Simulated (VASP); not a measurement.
# MoS2 in VASP: a series of runs

MoS2 is run at these levels: PBE; tasks: single point.

Everything below comes from runs of VASP 6.6.1. Logs are shortened: lines on timing, memory, paths and dates and some standing lists are left out, and cuts for length are marked.

### 1 The cell of the first run

The cell holds a slab with vacuum, 6 atoms: a = 3.193 Å, b = 6.979 Å, c = 21.764 Å, α = 90.00°, β = 90.00°, γ = 103.22°.

### 2 Single point, PBE

Contents of INCAR:

```
ALGO     = Normal         # electronic algorithm
DIPOL    = 0.5 0.5 0.281
EDIFF    = 1E-6           # SCF threshold, eV
ENCUT    = 520            # plane-wave cutoff, eV
GGA      = PE             # functional
IDIPOL   = 3            
ISIF     = 2              # what is computed and relaxed
ISMEAR   = 0              # smearing method
LASPH    = True           # aspherical terms in the spheres
LCHARG   = False          # write CHGCAR
LDIPOL   = True         
LREAL    = False          # projectors in reciprocal space
LWAVE    = False          # write WAVECAR
NBANDS   = 35             # bands
NELM     = 80             # most SCF steps
PREC     = Accurate       # precision mode
SIGMA    = 0.1            # smearing width, eV
```

Contents of KPOINTS:

```
k-points
0
Gamma
  9 4 1
```

Contents of POSCAR:

```
MoS2
1.0
    3.1925845544      0.0000000000      0.0000000000
   -1.5962922772      6.7935280079      0.0000000000
    0.0000000000      0.0000000000     21.7642745314
S Mo
4 2
Direct
    0.9028916960      0.8057833920      0.1837874262
    0.1523203809      0.3046407619      0.2479472502
    0.4266283358      0.8528921034      0.3049888882
    0.6065987334      0.2130360192      0.4026908647
    0.5276060385      0.0552120770      0.2158673382
    0.0514810311      0.1025175806      0.3307824578
```

Potentials or basis: VASP PAW PBE potentials, release 64 (S, Mo_sv).

Launch:

```bash
> cat potpaw_PBE.64/S/POTCAR potpaw_PBE.64/Mo_sv/POTCAR > POTCAR
> mpirun -np 1 vasp_std > vasp.out
```

OUTCAR:

```text
EDIFF = 1E-6
   ENCUT = 520
   GGA = PE
   ISIF = 2
   ISMEAR = 0
   LASPH = True
   LREAL = False
   NELM = 80
   PREC = Accurate

 ion  position               nearest neighbor table
   1  0.903  0.806  0.184-   5 2.43   5 2.43
   2  0.152  0.305  0.248-   6 2.27   5 2.43   5 2.43
   3  0.427  0.853  0.305-   5 2.38   6 2.40   6 2.40
   4  0.607  0.213  0.403-   6 2.36   6 2.36
   5  0.528  0.055  0.216-   3 2.38   2 2.43   2 2.43   1 2.43   1 2.43   6 2.98   6 2.98
   6  0.051  0.103  0.331-   2 2.27   4 2.36   4 2.36   3 2.40   3 2.40   5 2.98   5 2.98

  LATTYP: Found a base centered orthorhombic cell.
 ALAT       =     3.1925845544
 B/A-ratio  =     4.2558171238
 C/A-ratio  =     6.8171333165

  Lattice vectors:

 A1 = (   1.5962922772,  -6.7935280079,   0.0000000000)
 A2 = (   1.5962922772,   6.7935280079,   0.0000000000)
 A3 = (   0.0000000000,   0.0000000000,  21.7642745314)

Analysis of symmetry for initial positions (statically):
=====================================================================
 Subroutine PRICEL returns:
 Original cell was already a primitive cell.

 Routine SETGRP: Setting up the symmetry group for a
 base centered orthorhombic supercell.

 Subroutine GETGRP returns: Found  1 space group operations
 (whereof  1 operations were pure point group operations)
 out of a pool of  8 trial point group operations.

The static configuration has the point symmetry C_1 .

Analysis of symmetry for dynamics (positions and initial velocities):
=====================================================================
 Subroutine PRICEL returns:
 Original cell was already a primitive cell.

 Routine SETGRP: Setting up the symmetry group for a
 base centered orthorhombic supercell.

 Subroutine GETGRP returns: Found  1 space group operations
 (whereof  1 operations were pure point group operations)
 out of a pool of  8 trial point group operations.

The dynamic configuration has the point symmetry C_1 .

 Subroutine INISYM returns: Found  1 space group operations
 (whereof  1 operations are pure point group operations),
 and found     1 'primitive' translations

----------------------------------------------------------------------------------------

                                     Primitive cell

  volume of cell :     472.0434

  direct lattice vectors                    reciprocal lattice vectors
     3.192584554  0.000000000  0.000000000     0.313225847  0.073599461  0.000000000
    -1.596292277  6.793528008  0.000000000     0.000000000  0.147198922  0.000000000
     0.000000000  0.000000000 21.764274531     0.000000000  0.000000000  0.045946857

  length of vectors
     3.192584554  6.978550840 21.764274531     0.321756603  0.147198922  0.045946857

  position of ions in fractional coordinates (direct lattice)
     0.902891696  0.805783392  0.183787426
     0.152320381  0.304640762  0.247947250
     0.426628336  0.852892103  0.304988888
     0.606598733  0.213036019  0.402690865
     0.527606038  0.055212077  0.215867338
     0.051481031  0.102517581  0.330782458

  ion indices of the primitive-cell ions
   primitive index   ion index
                 1           1
                 2           2
                 3           3
                 4           4
                 5           5
                 6           6

----------------------------------------------------------------------------------------

 KPOINTS: k-points

Automatic generation of k-mesh.
 Grid dimensions read from file:
 generate k-points for:    9    4    1

 Generating k-lattice:

  Cartesian coordinates                     Fractional coordinates (reciprocal lattice)
     0.034802872  0.008177718  0.000000000     0.111111111  0.000000000  0.000000000
     0.000000000  0.036799731  0.000000000     0.000000000  0.250000000  0.000000000
     0.000000000  0.000000000  0.045946857     0.000000000  0.000000000  1.000000000

  Length of vectors
     0.035750734  0.036799731  0.045946857
[... 13 lines left out ...]
|     Your reciprocal lattice and k-lattice belong to different lattice       |
|     classes:                                                                |
|                                                                             |
|        The reciprocal lattice is base centered orthorhombic,                |
|        whereas your k-lattice is simple monoclinic.                         |
|                                                                             |
|     Results are often still useful ...                                      |
|                                                                             |
 -----------------------------------------------------------------------------

 WARNING: IBZKPT: internal override: KBLOWUP is changed to .FALSE.
      ... skipping the blow-up phase ...

 Subroutine IBZKPT returns following result:
 ===========================================

 Found     19 irreducible k-points:

 Following reciprocal coordinates:
            Coordinates               Weight
  0.000000  0.000000  0.000000      1.000000
  0.111111 -0.000000  0.000000      2.000000
  0.222222 -0.000000  0.000000      2.000000
  0.333333  0.000000  0.000000      2.000000
  0.444444 -0.000000  0.000000      2.000000
  0.000000  0.250000  0.000000      2.000000
[... 11 lines left out ...]
  0.333333  0.500000  0.000000      2.000000
  0.444444  0.500000  0.000000      2.000000
   k-points           NKPTS =     19   k-points in BZ     NKDIM =     19   number of bands    NBANDS=     35
   number of dos      NEDOS =    301   number of ions     NIONS =      6
   total plane-waves  NPLWV = 209952
   dimension x,y,z NGX =    24 NGY =   54 NGZ =  162
   dimension x,y,z NGXF=    48 NGYF=  108 NGZF=  324
   ions per type =               4   2
   NGX,Y,Z   is equivalent  to a cutoff of  12.50, 12.86, 12.37 a.u.
   NGXF,Y,Z  is equivalent  to a cutoff of  24.99, 25.73, 24.75 a.u.
 SYSTEM =  unknown system
   PREC   = accura    normal or accurate (medium, high low for compatibility)
   ISTART =      0    job   : 0-new  1-cont  2-samecut
   ICHARG =      2    charge: 1-file 2-atom 10-const
   ISPIN  =      1    spin polarized calculation?
   LNONCOLLINEAR =      F non collinear calculations
   LSORBIT =      F    spin-orbit coupling
   LASPH  =      T    aspherical Exc in radial PAW
   ENCUT  =  520.0 eV  38.22 Ry    6.18 a.u.   5.94 12.98 40.47*2*pi/ulx,y,z
   NELM   =     80;   NELMIN=  2; NELMDL= -5     # of ELM steps
   EDIFF  = 0.1E-05   stopping-criterion for ELM
   LREAL  =      F    real-space projection
   EDIFFG = 0.1E-04   stopping-criterion for IOM
   NSW    =      0    number of steps for IOM
   IBRION =     -1    ionic relax: 0-MD 1-quasi-New 2-CG
   NFREE  =      0    steps in history (QN), initial steepest desc. (CG)
   ISIF   =      2    stress and relaxation
   ISYM   =      2    0-nonsym 1-usesym 2-fastsym
   POTIM  = 0.5000    time-step for ionic-motion
   TEBEG  =    0.0;   TEEND  =   0.0 temperature during run
   PSTRESS=    0.0 pullay stress
   NELECT =      52.0000    total number of electrons
   NUPDOWN=      -1.0000    fix difference up-down
   EMIN   =  10.00;   EMAX   =-10.00  energy-range for DOS
   EFERMI =   0.00;   METHOD = LEGACY
   ISMEAR =     0;   SIGMA  =   0.10  broadening in eV -4-tet -1-fermi 0-gaus
   EFERMI_NEDOS =   21; number of points for ismear=-14 and -15
   IALGO  =     38    algorithm
   IMIX   =      4    mixing-type and parameters
     AMIX     =   0.40;   BMIX     =  1.00
     AMIX_MAG =   1.60;   BMIX_MAG =  1.00
  volume/ion in A,a.u.               =      78.67       530.92
  Fermi-wavevector in a.u.,A,eV,Ry     =   0.784781  1.483022  8.379578  0.615882
  Thomas-Fermi vector in A             =   1.888984
   LORBIT       =      0    0 simple, 1 ext, 2 COOP (PROOUT), +10 PAW based schemes
   GGA     = PE    functional components
   LHFCALC =     F    Hartree Fock is set to
   AEXX    =    0.0000 exact exchange contribution
   IVDW    =     0    specifies the selected vdW correction
   LEPSILON=     F    determine dielectric tensor
   LRPA    =     F    only Hartree local field effects (RPA)
 non-spin polarized calculation
 Gauss-broadening in eV      SIGMA  =   0.10
  energy-cutoff  :      520.00
  volume of cell :      472.04
 maximum number of plane-waves:     12764
   NGX = 11   NGY = 25   NGZ = 81

 dipolmoment           0.000000      0.000000     -0.002613 electrons x Angstroem

 number of electron      52.0000004 magnetization

 dipolmoment           0.000000      0.000000      0.096161 electrons x Angstroem

 Free energy of the ion-electron system (eV)
  ---------------------------------------------------
  ext. energy  EPLUGINS =         0.00000000
  ---------------------------------------------------
  free energy    TOTEN  =       -40.60556630 eV

  energy without entropy =      -40.58019892  energy(sigma->0) =      -40.59288261

 E-fermi :  -2.6348     XC(G=0):  -3.2574

 val. band max:       -2.6408426945   @ k =   0.0000   0.0000   0.0000
 cond. band min:      -2.5972818665   @ k =  -0.1111   0.2500   0.0000
 fundamental gap:      0.0435608280
 Fermi energy:        -2.6347591976

 k-point     1 :       0.0000    0.0000    0.0000
  band No.  band energies     occupation
      1     -63.9188      2.00000
      2     -63.7457      2.00000
      3     -38.1348      2.00000
      4     -38.0008      2.00000
      5     -37.9815      2.00000
      6     -37.8612      2.00000
[... 711 lines left out ...]
     34       2.2552      0.00000
     35       2.8010      0.00000

------------------------ aborting loop because EDIFF is reached ----------------------------------------

 vacuum level on the upper side and lower side of the slab       (xc-potential included)         0.283        -0.546

  FORCE on cell =-STRESS in cart. coord.  units (eV):
  Direction    XX          YY          ZZ          XY          YZ          ZX
  --------------------------------------------------------------------------------------
  -------------------------------------------------------------------------------------
  Total       -3.4303686     -1.4590761     -0.3053434      0.0007668     -0.4805889     -0.0013232
  in kB      -11.6431207     -4.9522957     -1.0363757      0.0026026     -1.6311817     -0.0044910
  external PRESSURE =      -5.8772640 kB  Pullay stress =       0.0000000 kB

 VOLUME and BASIS-vectors are now :
 -----------------------------------------------------------------------------
  energy-cutoff  :      520.00
  volume of cell :      472.04
      direct lattice vectors                 reciprocal lattice vectors
     3.192584554  0.000000000  0.000000000     0.313225847  0.073599461  0.000000000
    -1.596292277  6.793528008  0.000000000     0.000000000  0.147198922  0.000000000
     0.000000000  0.000000000 21.764274531     0.000000000  0.000000000  0.045946857

 POSITION                                       TOTAL-FORCE (eV/Angst)
 -----------------------------------------------------------------------------------
      1.59629      5.47411      4.00000        -0.000278      1.257136     -0.456295
     -0.00000      2.06959      5.39639         0.000287      0.566011     -0.753237
      0.00058      5.79415      6.63786         0.000587      0.014101     -0.006684
      1.59655      1.44727      8.76427         0.001904     -0.003833     -0.008041
      1.59629      0.37508      4.69820         0.001792     -1.829730      1.228705
      0.00071      0.69646      7.19924        -0.004291     -0.003686     -0.004447
 -----------------------------------------------------------------------------------
    total drift:                                0.000081      0.000156     -0.000215

  FREE ENERGIE OF THE ION-ELECTRON SYSTEM (eV)
  ---------------------------------------------------
  free  energy   TOTEN  =       -40.6055662970 eV

  energy  without entropy=      -40.5801989181  energy(sigma->0) =      -40.59288261

 vacuum level on the upper side and lower side of the slab         3.190         2.369
```

Wall time 9.4 min (1 thread of Intel Xeon 6975P-C (Granite Rapids), shared host); peak memory 0.59 GiB.

What came out:

- Free energy: -40.6056 eV
- Largest force: 2.204 eV/Å
- Band gap on the k mesh: zero (filled and empty bands touch)

Forces in eV/Å, atoms in the order of the input:
```
S    0.000  1.257 -0.456
S    0.000  0.566 -0.753
S    0.001  0.014 -0.007
S    0.002 -0.004 -0.008
Mo   0.002 -1.830  1.229
Mo  -0.004 -0.004 -0.004
```

### 3 Single point, PBE

This run uses another cell than the first one.

Contents of INCAR:

```
PREC = Accurate
ENCUT = 520
EDIFF = 1E-7
ISMEAR = 0
SIGMA = 0.1
LREAL = F
LASPH = T
NELM = 60
ALGO = Normal
ISIF = 2
LWAVE = F
LCHARG = F
LDIPOL = T
IDIPOL = 3
DIPOL = 0.5 0.5 0.503
GGA = PE
NBANDS = 35
ISYM = 0
```

Contents of KPOINTS:

```
regular mesh
0
Gamma
  9 5 1
```

Contents of POSCAR:

```
MoS2
1.0
    3.1925845544      0.0000000000      0.0000000000
   -1.5962922772      6.7935280079      0.0000000000
    0.0000000000      0.0000000000     18.1356909304
S Mo
4 2
Direct
    0.9028916960      0.8057833920      0.3859792289
    0.1523203809      0.3046407619      0.4629761312
    0.4266283358      0.8528921034      0.5314306430
    0.6065987334      0.2130360192      0.6486808017
    0.5276060385      0.0552120770      0.4244776800
    0.0514810311      0.1025175806      0.5623849823
```

Potentials or basis: VASP PAW PBE potentials, release 64 (S, Mo_sv).

Launch:

```bash
> cat potpaw_PBE.64/S/POTCAR potpaw_PBE.64/Mo_sv/POTCAR > POTCAR
> mpirun -np 1 vasp_std > vasp.out
```

OUTCAR:

```text
PREC = Accurate
   ENCUT = 520
   EDIFF = 1E-7
   ISMEAR = 0
   LREAL = F
   LASPH = T
   NELM = 60
   ISIF = 2
   GGA = PE
   ISYM = 0

 ion  position               nearest neighbor table
   1  0.903  0.806  0.386-   5 2.43   5 2.43
   2  0.152  0.305  0.463-   6 2.27   5 2.43   5 2.43
   3  0.427  0.853  0.531-   5 2.38   6 2.40   6 2.40
   4  0.607  0.213  0.649-   6 2.36   6 2.36
   5  0.528  0.055  0.424-   3 2.38   2 2.43   1 2.43   1 2.43   2 2.43   6 2.98   6 2.98
   6  0.051  0.103  0.562-   2 2.27   4 2.36   4 2.36   3 2.40   3 2.40   5 2.98   5 2.98

IMPORTANT INFORMATION: All symmetrisations will be switched off!
NOSYMM: (Re-)initialisation of all symmetry stuff for point group C_1.
[... 1064 lines left out ...]
  Total       -3.4317152     -1.4557831     -0.3075701     -0.0003242     -0.4811683      0.0004134
  in kB      -13.9781577     -5.9297361     -1.2528031     -0.0013207     -1.9599083      0.0016839
  external PRESSURE =      -7.0535656 kB  Pullay stress =       0.0000000 kB

 VOLUME and BASIS-vectors are now :
 -----------------------------------------------------------------------------
  energy-cutoff  :      520.00
  volume of cell :      393.34
      direct lattice vectors                 reciprocal lattice vectors
     3.192584554  0.000000000  0.000000000     0.313225847  0.073599461  0.000000000
    -1.596292277  6.793528008  0.000000000     0.000000000  0.147198922  0.000000000
     0.000000000  0.000000000 18.135690930     0.000000000  0.000000000  0.055139890

 POSITION                                       TOTAL-FORCE (eV/Angst)
 -----------------------------------------------------------------------------------
      1.59629      5.47411      7.00000         0.001338      1.257255     -0.455889
     -0.00000      2.06959      8.39639         0.001017      0.567290     -0.753019
      0.00058      5.79415      9.63786        -0.000215      0.013730     -0.006047
      1.59655      1.44727     11.76427         0.000179     -0.003362     -0.007325
      1.59629      0.37508      7.69820        -0.002161     -1.830209      1.228584
      0.00071      0.69646     10.19924        -0.000159     -0.004704     -0.006305
 -----------------------------------------------------------------------------------
    total drift:                                0.000056      0.000101     -0.000182

  FREE ENERGIE OF THE ION-ELECTRON SYSTEM (eV)
  ---------------------------------------------------
  free  energy   TOTEN  =       -40.6056036728 eV

  energy  without entropy=      -40.5800258730  energy(sigma->0) =      -40.59281477

 vacuum level on the upper side and lower side of the slab         3.853         3.067
```

It took 11 min on 1 thread of Intel Xeon 6975P-C (Granite Rapids), shared host; peak memory 0.55 GiB.

Results:

| Quantity | Value |
| --- | --- |
| Free energy | -40.6056 eV |
| Largest force | 2.204 eV/Å |
| Band gap on the k mesh | zero (filled and empty bands touch) |

Forces in eV/Å, atoms in the order of the input:
```
S    0.001  1.257 -0.456
S    0.001  0.567 -0.753
S    0.000  0.014 -0.006
S    0.000 -0.003 -0.007
Mo  -0.002 -1.830  1.229
Mo   0.000 -0.005 -0.006
```

The gap in the log of VASP goes by the Fermi energy; the results here count the filled bands.